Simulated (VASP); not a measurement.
Write the native input for VASP 6.6.1 that does the following.

```yaml
Task: single point
Functional: PBEsol
Potentials_or_basis: VASP PAW PBE potentials, release 64 (C, W_sv, H)
Cutoff: 520 eV
k_mesh: 10 × 10 × 1
Occupations: gaussian, width 0.1 eV
Spin: no spin polarisation
Dipole_correction: yes
Further_INCAR_settings: ALGO = Normal; EDIFF = 1e-07; NBANDS = 36
```

The structure of HW3C3 lies in POSCAR:

```
HW3C3
1.0
    2.8276119036      0.0000000000      0.0000000000
    0.0000000000      2.8984136670      0.0000000000
    0.0000000000      0.0000000000     24.8568996880
C W H
3 3 1
Direct
    0.5000000000      0.0000000000      0.3419573683
    0.5000000000      0.5000000000      0.4429393853
    0.5000000000      0.0000000000      0.5440326052
    0.0000000000      0.5000000000      0.3756180406
    0.0000000000      0.0000000000      0.4767368016
    0.0000000000      0.5000000000      0.5754539541
    0.5000000000      0.5000000000      0.6263122853
```

The input as run:

INCAR

```
PREC = Accurate ; ENCUT = 520
EDIFF = 1E-7 ; ISMEAR = 0
SIGMA = 0.1 ; LREAL = F
LASPH = T ; NELM = 60
ALGO = Normal ; ISIF = 2
LWAVE = F ; LCHARG = F
LDIPOL = T ; IDIPOL = 3
DIPOL = 0.5 0.5 0.483 ; GGA = PS
NBANDS = 36
```

KPOINTS

```
regular mesh
0
Gamma
  10 10 1
```

Potentials or basis: VASP PAW PBE potentials, release 64 (C, W_sv, H).

Command:

```sh
$ cat potpaw_PBE.64/C/POTCAR potpaw_PBE.64/W_sv/POTCAR potpaw_PBE.64/H/POTCAR > POTCAR
$ mpirun -np 1 vasp_std > vasp.out
```

Results of the run:

```
Largest force : 2.683 eV/Å
```

Caveat: the PAW data sets were made with another functional, which shifts forces and pressure a little.

Wall time 5.6 min on 1 thread of Intel(R) Xeon(R) 6975P-C (Granite Rapids) (shared host), peak memory 0.45 GiB.
